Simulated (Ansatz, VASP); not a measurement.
# One calculation of InP, two programs

The input INCAR:

```
ALGO     = Normal         # electronic algorithm
EDIFF    = 1E-8           # SCF threshold, eV
ENCUT    = 520            # plane-wave cutoff, eV
GGA      = PE             # functional
ISIF     = 2              # what is computed and relaxed
ISMEAR   = -1             # smearing method
LASPH    = True           # aspherical terms in the spheres
LCHARG   = False          # write CHGCAR
LEFG     = True         
LREAL    = False          # projectors in reciprocal space
LWAVE    = False          # write WAVECAR
NBANDS   = 16             # bands
NELM     = 80             # most SCF steps
PREC     = Accurate       # precision mode
SIGMA    = 0.03           # smearing width, eV
```

Contents of KPOINTS:

```
k-points
0
Gamma
  11 11 11
```

The input POSCAR:

```
InP
1.0
    0.0000000000      2.9058727852      2.9058727852
    2.9058727852      0.0000000000      2.9058727852
    2.9058727852      2.9058727852      0.0000000000
In P
1 1
Direct
    0.0000000000      0.0000000000      0.0000000000
    0.7500000000      0.7500000000      0.7500000000
```

Input for Ansatz:

```yaml
crystal:
  lattice:
    - [0.0, 2.9058727852, 2.9058727852]
    - [2.9058727852, 0.0, 2.9058727852]
    - [2.9058727852, 2.9058727852, 0.0]
  atoms:
    - { symbol: In, position: [0.0, 0.0, 0.0] }
    - { symbol: P, position: [0.75, 0.75, 0.75] }
kpoints:
  mp_grid: { grid: [11, 11, 11] }
scf:
  occupations: { method: fermi_dirac, width: 0.03 }
hamiltonian:
  xc: pbe
  pseudopotentials: { kind: paw }
output:
  forces: true
  stress: true
  eigenvalues: true
  efg: { contact_densities: true }
```

Change from the starting cell: volume scaled by 0.975, PAW files.

Alike in both runs: task electric field gradients; functional PBE; k mesh 11 × 11 × 11; occupations fermi-dirac, width 0.03 eV; no spin polarisation.

|  | VASP | Ansatz |
| --- | --- | --- |
| version | VASP 6.6.1 | Ansatz 0.2.0 |
| potentials or method | VASP PAW PBE potentials, release 64 (In_d, P) | PAW with Ansatz's default frozen-core files, scalar-relativistic |
| plane-wave cutoff (eV) | 520 | 420 |
| valence electrons in the cell | 18 | 18 |

|  | VASP | Ansatz | Ansatz less VASP |
| --- | --- | --- | --- |
| pressure (GPa) | 5.3 | 5.3 | +0.06 |
